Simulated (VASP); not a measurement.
Here is a VASP 6.6.1 calculation.

Contents of INCAR:

```
ALGO = Normal
EDIFF = 1E-7
ENCUT = 520
GGA = PE
ISIF = 2
ISMEAR = 0
LASPH = T
LCHARG = T
LELF = T
LREAL = F
LVHAR = T
LWAVE = F
NBANDS = 40
NELM = 60
PREC = Accurate
SIGMA = 0.1
```

KPOINTS

```
k-points
0
Gamma
  10 10 10
```

File POSCAR:

```
In2P
1.0
   -4.3295168545      4.3295168545      2.0881672440
    4.3295168545     -4.3295168545      2.0881672440
    4.3295168545      4.3295168545     -2.0881672440
In P
4 2
Direct
    0.3750000000      0.6250000000      0.7500000000
    0.3750000000      0.1250000000      0.7500000000
    0.3750000000      0.6250000000      0.2500000000
    0.8750000000      0.6250000000      0.2500000000
    0.0000000000      0.0000000000      0.0000000000
    0.7500000000      0.2500000000      0.5000000000
```

Potentials or basis: VASP PAW PBE potentials, release 64 (In_d, P).

The run is started by

```console
$ cat potpaw_PBE.64/In_d/POTCAR potpaw_PBE.64/P/POTCAR > POTCAR
$ mpirun -np 1 vasp_std > vasp.out
```

(1) What does it give for the pressure?

(2) What does it give for the band gap on the k mesh?

Answers

(1) 0.0 GPa.

(2) zero (bands 31 and 32 overlap by 2.91 eV).

Caveat: spin-orbit coupling is left out, which moves the levels of the heavy elements.
